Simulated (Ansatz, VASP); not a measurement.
**Two plane-wave programs on Lu**

Contents of INCAR:

```
SYSTEM = Lu
PREC = Accurate
ENCUT = 520
EDIFF = 1E-7
ISMEAR = -1
SIGMA = 0.1
LREAL = .False.
LASPH = .True.
NELM = 80
ALGO = Normal
ISIF = 2
LWAVE = .False.
LCHARG = .True.
GGA = RP
LELF = .True.
LVHAR = .True.
NBANDS = 18
```

The input KPOINTS:

```
regular mesh
0
Gamma
  12 12 12
  0 0 0
```

Contents of POSCAR:

```
Lu
1.0
    0.0000000000      2.4144745011      2.4144745011
    2.4144745011      0.0000000000      2.4144745011
    2.4144745011      2.4144745011      0.0000000000
Lu
1
Direct
    0.0000000000      0.0000000000      0.0000000000
```

Input for Ansatz:

```yaml
crystal:
  lattice:
    - [0.0, 2.4144745011, 2.4144745011]
    - [2.4144745011, 0.0, 2.4144745011]
    - [2.4144745011, 2.4144745011, 0.0]
  atoms:
    - { symbol: Lu, position: [0.0, 0.0, 0.0] }
hamiltonian:
  xc: rpbe
  pseudopotentials:
    kind: paw
    azcp:
      Lu: "pseudopotentials/Lu.paw.azcp"
basis:
  ecutwfc: 420
  fft_grid_basis: typed
kpoints:
  mp_grid: { grid: [12, 12, 12], shift: [0, 0, 0] }
magnetization:
  spin_polarized: false
scf:
  occupations: { method: fermi_dirac, width: 0.1 }
  lower_state_search: "off"
output:
  stress: true
```

Alike in both runs: task single point; functional RPBE; k mesh 12 × 12 × 12; occupations fermi-dirac, width 0.1 eV; no spin polarisation.

|  | VASP | Ansatz |
| --- | --- | --- |
| version | VASP 6.6.1 | Ansatz 0.2.0 |
| potentials or method | VASP PAW PBE potentials, release 64 (Lu), cutoff 520 eV | plane waves (420 eV) with PAW, scalar-relativistic |
| valence electrons in the cell | 25 | 25 |

Ansatz gave:

| Property | Result |
| --- | --- |
| pressure (GPa) | 3.7 |

Question: What did VASP give for the same quantities?

Answer: Pressure (GPa): 3.8.

VASP's potentials were made for PBE, not for RPBE. The functional is the same, so the differences come from potentials, cutoffs and numerics.

Spin-orbit coupling is off throughout.
